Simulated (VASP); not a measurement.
Write the native input for VASP 6.6.1 that does the following.

```
Task                   : relaxation of cell and atoms
Functional             : PBE
Potentials or basis    : VASP PAW PBE potentials, release 64 (Nb_sv)
Cutoff                 : 600 eV
k mesh                 : 22 × 22 × 22
Occupations            : gaussian, width 0.1 eV
Spin                   : no spin polarisation
Dipole correction      : no
Further INCAR settings : ALGO = Normal; EDIFF = 1e-06; IBRION = 2; EDIFFG = -0.01; NSW = 100; ISIF = 3
```

The structure of Nb lies in POSCAR:

```
Nb
1.0
    0.0000000000      2.1014147085      2.1014147085
    2.1014147085      0.0000000000      2.1014147085
    2.1014147085      2.1014147085      0.0000000000
Nb
1
Direct
    0.0000000000      0.0000000000      0.0000000000
```

These files were run (other wordings do the same):

INCAR

```
SYSTEM = Nb
PREC = Accurate ; ENCUT = 600
EDIFF = 1E-6 ; ISMEAR = 0
SIGMA = 0.1 ; LREAL = .False.
LASPH = .True. ; NELM = 100
ALGO = Normal ; ISIF = 3
LWAVE = .False. ; LCHARG = .False.
GGA = PE ; IBRION = 2
NSW = 100 ; EDIFFG = -0.01
```

KPOINTS

```
regular mesh
0
Gamma
  22 22 22
  0 0 0
```

Potentials or basis: VASP PAW PBE potentials, release 64 (Nb_sv).

Run with:

```sh
$ cat potpaw_PBE.64/Nb_sv/POTCAR > POTCAR
$ mpirun -np 1 vasp_std > vasp.out
```

Results of the run:

```json
{"Relaxed volume": "18.73 Å³/atom", "Relaxed cell": "a = 2.981 Å, b = 2.981 Å, c = 2.981 Å, α = 60.00°, β = 60.00°, γ = 60.00°", "Space group after relaxing (to 0.05 Å)": "Fm-3m (No. 225)", "Energy gained by relaxing": "0.8 meV/atom", "Ionic steps": "3", "Pressure after relaxing": "0.0 GPa"}
```

It took 46 s on 1 thread of Intel(R) Xeon(R) 6975P-C (Granite Rapids), with other jobs on the host, peak memory 0.2 GiB.
